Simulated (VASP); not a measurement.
# N2 in VASP: single point with PBE+D3(BJ)

Aim: the single point of N2 with PBE+D3(BJ).

All numbers are computed with VASP 6.6.1; they aren't measurements. Logs are shortened: lines on timing, memory, paths and dates and some standing lists are left out, and cuts for length are marked.

**1. The cell of the first run**

The cell holds a molecule in a box, 2 atoms: a = 6.319 Å, b = 6.319 Å, c = 24.385 Å, α = 90.00°, β = 90.00°, γ = 90.00°.

**2. Single point, PBE+D3(BJ)**

File INCAR:

```
  ALGO = Normal
  DIPOL = 0.5 0.5 0.696
  EDIFF = 1E-6
  ENCUT = 520
  GGA = PE
  IDIPOL = 3
  ISIF = 2
  ISMEAR = 0
  IVDW = 12
  LASPH = T
  LCHARG = F
  LDIPOL = T
  LREAL = F
  LWAVE = F
  NBANDS = 12
  NELM = 60
  PREC = Accurate
  SIGMA = 0.1
```

File KPOINTS:

```
k-points
0
Gamma
  3 3 1
```

File POSCAR:

```
N
1.0
    6.3187499463      0.0000000000      0.0000000000
    0.0000000000      6.3187499463      0.0000000000
    0.0000000000      0.0000000000     24.3852499463
N
2
Direct
    0.7872198704      0.2109211595      0.6723463451
    0.7901484663      0.2068889169      0.7186968136
```

Potentials or basis: VASP PAW PBE potentials, release 64 (N).

Launch:

```sh
cat potpaw_PBE.64/N/POTCAR > POTCAR
mpirun -np 1 vasp_std > vasp.out
```

OUTCAR:

```text
EDIFF = 1E-6
   ENCUT = 520
   GGA = PE
   ISIF = 2
   ISMEAR = 0
   IVDW = 12
   LASPH = T
   LREAL = F
   NELM = 60
   PREC = Accurate
 IVDW          = 12

 ion  position               nearest neighbor table
   1  0.787  0.211  0.672-   2 1.13
   2  0.790  0.207  0.719-   1 1.13

  LATTYP: Found a simple tetragonal cell.
 ALAT       =     6.3187499463
 C/A-ratio  =     3.8591889462

  Lattice vectors:

 A1 = (   6.3187499463,   0.0000000000,   0.0000000000)
 A2 = (   0.0000000000,   6.3187499463,   0.0000000000)
 A3 = (   0.0000000000,   0.0000000000,  24.3852499463)

Analysis of symmetry for initial positions (statically):
=====================================================================
 Subroutine PRICEL returns:
 Original cell was already a primitive cell.

 Routine SETGRP: Setting up the symmetry group for a
 simple tetragonal supercell.

 Subroutine GETGRP returns: Found  2 space group operations
 (whereof  1 operations were pure point group operations)
 out of a pool of 16 trial point group operations.

The static configuration has the point symmetry C_1 .
 The point group associated with its full space group is S_2 .

Analysis of symmetry for dynamics (positions and initial velocities):
=====================================================================
 Subroutine PRICEL returns:
 Original cell was already a primitive cell.

 Routine SETGRP: Setting up the symmetry group for a
 simple tetragonal supercell.

 Subroutine GETGRP returns: Found  2 space group operations
 (whereof  1 operations were pure point group operations)
 out of a pool of 16 trial point group operations.

The dynamic configuration has the point symmetry C_1 .
 The point group associated with its full space group is S_2 .

 Subroutine INISYM returns: Found  2 space group operations
 (whereof  1 operations are pure point group operations),
 and found     1 'primitive' translations

----------------------------------------------------------------------------------------

                                     Primitive cell

  volume of cell :     973.6201

  direct lattice vectors                    reciprocal lattice vectors
     6.318749946  0.000000000  0.000000000     0.158259151  0.000000000  0.000000000
     0.000000000  6.318749946  0.000000000     0.000000000  0.158259151  0.000000000
     0.000000000  0.000000000 24.385249946     0.000000000  0.000000000  0.041008397

  length of vectors
     6.318749946  6.318749946 24.385249946     0.158259151  0.158259151  0.041008397

  position of ions in fractional coordinates (direct lattice)
     0.787219870  0.210921160  0.672346345
     0.790148466  0.206888917  0.718696814

  ion indices of the primitive-cell ions
   primitive index   ion index
                 1           1
                 2           2

----------------------------------------------------------------------------------------

 KPOINTS: k-points

Automatic generation of k-mesh.
 Grid dimensions read from file:
 generate k-points for:    3    3    1

 Generating k-lattice:

  Cartesian coordinates                     Fractional coordinates (reciprocal lattice)
     0.052753050  0.000000000  0.000000000     0.333333333  0.000000000  0.000000000
     0.000000000  0.052753050  0.000000000     0.000000000  0.333333333  0.000000000
     0.000000000  0.000000000  0.041008397     0.000000000  0.000000000  1.000000000

  Length of vectors
     0.052753050  0.052753050  0.041008397

  Shift w.r.t. Gamma in fractional coordinates (k-lattice)
     0.000000000  0.000000000  0.000000000

 Subroutine IBZKPT returns following result:
 ===========================================

 Found      5 irreducible k-points:

 Following reciprocal coordinates:
            Coordinates               Weight
  0.000000  0.000000  0.000000      1.000000
  0.333333  0.000000  0.000000      2.000000
  0.000000  0.333333  0.000000      2.000000
  0.333333  0.333333  0.000000      2.000000
 -0.333333  0.333333  0.000000      2.000000
   k-points           NKPTS =      5   k-points in BZ     NKDIM =      5   number of bands    NBANDS=     12
   number of dos      NEDOS =    301   number of ions     NIONS =      2
   total plane-waves  NPLWV = 442368
   dimension x,y,z NGX =    48 NGY =   48 NGZ =  192
   dimension x,y,z NGXF=    96 NGYF=   96 NGZF=  384
   ions per type =               2
   NGX,Y,Z   is equivalent  to a cutoff of  12.63, 12.63, 13.09 a.u.
   NGXF,Y,Z  is equivalent  to a cutoff of  25.26, 25.26, 26.18 a.u.
 SYSTEM =  unknown system
   PREC   = accura    normal or accurate (medium, high low for compatibility)
   ISTART =      0    job   : 0-new  1-cont  2-samecut
   ICHARG =      2    charge: 1-file 2-atom 10-const
   ISPIN  =      1    spin polarized calculation?
   LNONCOLLINEAR =      F non collinear calculations
   LSORBIT =      F    spin-orbit coupling
   LASPH  =      T    aspherical Exc in radial PAW
   ENCUT  =  520.0 eV  38.22 Ry    6.18 a.u.  11.75 11.75 45.34*2*pi/ulx,y,z
   NELM   =     60;   NELMIN=  2; NELMDL= -5     # of ELM steps
   EDIFF  = 0.1E-05   stopping-criterion for ELM
   LREAL  =      F    real-space projection
   EDIFFG = 0.1E-04   stopping-criterion for IOM
   NSW    =      0    number of steps for IOM
   IBRION =     -1    ionic relax: 0-MD 1-quasi-New 2-CG
   NFREE  =      0    steps in history (QN), initial steepest desc. (CG)
   ISIF   =      2    stress and relaxation
   ISYM   =      2    0-nonsym 1-usesym 2-fastsym
   POTIM  = 0.5000    time-step for ionic-motion
   TEBEG  =    0.0;   TEEND  =   0.0 temperature during run
   PSTRESS=    0.0 pullay stress
   NELECT =      10.0000    total number of electrons
   NUPDOWN=      -1.0000    fix difference up-down
   EMIN   =  10.00;   EMAX   =-10.00  energy-range for DOS
   EFERMI =   0.00;   METHOD = LEGACY
   ISMEAR =     0;   SIGMA  =   0.10  broadening in eV -4-tet -1-fermi 0-gaus
   EFERMI_NEDOS =   21; number of points for ismear=-14 and -15
   IALGO  =     38    algorithm
   IMIX   =      4    mixing-type and parameters
     AMIX     =   0.40;   BMIX     =  1.00
     AMIX_MAG =   1.60;   BMIX_MAG =  1.00
  volume/ion in A,a.u.               =     486.81      3285.16
  Fermi-wavevector in a.u.,A,eV,Ry     =   0.355859  0.672477  1.722985  0.126636
  Thomas-Fermi vector in A             =   1.272017
   LORBIT       =      0    0 simple, 1 ext, 2 COOP (PROOUT), +10 PAW based schemes
   GGA     = PE    functional components
   LHFCALC =     F    Hartree Fock is set to
   AEXX    =    0.0000 exact exchange contribution
   IVDW    =    12    specifies the selected vdW correction
   LEPSILON=     F    determine dielectric tensor
   LRPA    =     F    only Hartree local field effects (RPA)
 non-spin polarized calculation
 Gauss-broadening in eV      SIGMA  =   0.10
  energy-cutoff  :      520.00
  volume of cell :      973.62
 maximum number of plane-waves:     26239
   NGX = 23   NGY = 23   NGZ = 91

 dipolmoment           0.000000      0.000000      0.000001 electrons x Angstroem

 number of electron      10.0000002 magnetization

 dipolmoment           0.000000      0.000000     -0.000001 electrons x Angstroem

 Free energy of the ion-electron system (eV)
  ---------------------------------------------------
  ext. energy  EPLUGINS =         0.00000000
  ---------------------------------------------------
  free energy    TOTEN  =       -16.62925629 eV

  energy without entropy =      -16.62925629  energy(sigma->0) =      -16.62925629

 E-fermi :  -9.6173     XC(G=0):  -0.5974

 val. band max:      -10.1001994424   @ k =  -0.3333   0.3333   0.0000
 cond. band min:      -2.2565438455   @ k =   0.3333   0.0000   0.0000
 fundamental gap:      7.8436555969
 Fermi energy:        -9.6173221353

 k-point     1 :       0.0000    0.0000    0.0000
  band No.  band energies     occupation
      1     -27.8264      2.00000
      2     -13.5899      2.00000
      3     -11.3107      2.00000
      4     -11.3107      2.00000
      5     -10.1034      2.00000
      6      -2.2318      0.00000
      7      -2.2317      0.00000
      8      -0.4853      0.00000
      9       0.1574      0.00000
     10       0.2378      0.00000
     11       0.8688      0.00000
     12       0.8961      0.00000

 k-point     2 :       0.3333    0.0000    0.0000
  band No.  band energies     occupation
      1     -27.8264      2.00000
      2     -13.5896      2.00000
      3     -11.3136      2.00000
      4     -11.3104      2.00000
      5     -10.1018      2.00000
      6      -2.2565      0.00000
      7      -2.2297      0.00000
      8      -0.0886      0.00000
      9       0.5812      0.00000
     10       0.6552      0.00000
     11       1.0735      0.00000
     12       1.2864      0.00000

 k-point     3 :       0.0000    0.3333    0.0000
  band No.  band energies     occupation
      1     -27.8264      2.00000
      2     -13.5896      2.00000
      3     -11.3136      2.00000
      4     -11.3104      2.00000
      5     -10.1018      2.00000
      6      -2.2565      0.00000
      7      -2.2297      0.00000
      8      -0.0886      0.00000
      9       0.5812      0.00000
     10       0.6552      0.00000
     11       1.0736      0.00000
     12       1.2864      0.00000

 k-point     4 :       0.3333    0.3333    0.0000
  band No.  band energies     occupation
      1     -27.8264      2.00000
      2     -13.5894      2.00000
      3     -11.3134      2.00000
      4     -11.3133      2.00000
      5     -10.1002      2.00000
      6      -2.2534      0.00000
      7      -2.2518      0.00000
      8       0.2987      0.00000
      9       1.0018      0.00000
     10       1.0723      0.00000
     11       1.2408      0.00000
     12       1.6590      0.00000

 k-point     5 :      -0.3333    0.3333    0.0000
  band No.  band energies     occupation
      1     -27.8264      2.00000
      2     -13.5894      2.00000
      3     -11.3134      2.00000
      4     -11.3133      2.00000
      5     -10.1002      2.00000
      6      -2.2534      0.00000
      7      -2.2518      0.00000
      8       0.2987      0.00000
      9       1.0017      0.00000
     10       1.0723      0.00000
     11       1.2407      0.00000
     12       1.6589      0.00000

------------------------ aborting loop because EDIFF is reached ----------------------------------------

 vacuum level on the upper side and lower side of the slab       (xc-potential included)        -0.110        -0.079

 Edisp (eV)   -0.01381

 E8    (eV) :    -0.0037

  FORCE on cell =-STRESS in cart. coord.  units (eV):
  Direction    XX          YY          ZZ          XY          YZ          ZX
  --------------------------------------------------------------------------------------
  -------------------------------------------------------------------------------------
  Total      -0.05156    -0.05223    -2.85600     0.00104     0.06313    -0.04589
  in kB      -0.08485    -0.08594    -4.69980     0.00171     0.10389    -0.07551
  external pressure =       -1.62 kB  Pullay stress =        0.00 kB

 VOLUME and BASIS-vectors are now :
 -----------------------------------------------------------------------------
  energy-cutoff  :      520.00
  volume of cell :      973.62
      direct lattice vectors                 reciprocal lattice vectors
     6.318749946  0.000000000  0.000000000     0.158259151  0.000000000  0.000000000
     0.000000000  6.318749946  0.000000000     0.000000000  0.158259151  0.000000000
     0.000000000  0.000000000 24.385249946     0.000000000  0.000000000  0.041008397

 POSITION                                       TOTAL-FORCE (eV/Angst)
 -----------------------------------------------------------------------------------
      4.97425      1.33276     16.39533         0.040352     -0.055446      2.469510
      4.99275      1.30728     17.52560        -0.040352      0.055446     -2.469510
 -----------------------------------------------------------------------------------
    total drift:                                0.000007     -0.000002      0.000031

  FREE ENERGIE OF THE ION-ELECTRON SYSTEM (eV)
  ---------------------------------------------------
  free  energy   TOTEN  =       -16.6430688570 eV

  energy  without entropy=      -16.6430688570  energy(sigma->0) =      -16.64306886

 vacuum level on the upper side and lower side of the slab         0.078         0.083
```

Wall time 71 s (1 thread of Intel Xeon 6975P-C (Granite Rapids), shared host); peak memory 0.79 GiB.

Results:

```
Free energy                     : -16.6431 eV
Largest force                   : 2.470 eV/Å
Gap between the frontier levels : 7.84 eV
Dispersion energy per atom      : -0.007 eV
```

Forces in eV/Å, atoms in the order of the input:
```
N    0.040 -0.055  2.470
N   -0.040  0.055 -2.470
```

Levels at points of the mesh, in eV from the valence-band top:
| k point | band 2 | band 3 | band 4 | band 5 | band 6 | band 7 | band 8 | band 9 |
| --- | --- | --- | --- | --- | --- | --- | --- | --- |
| (0.00, 0.00, 0.00) | -3.49 | -1.21 | -1.21 | 0.00 | 7.87 | 7.87 | 9.61 | 10.26 |

Caveat: the standard files for N, O and F lose accuracy on very short bonds.
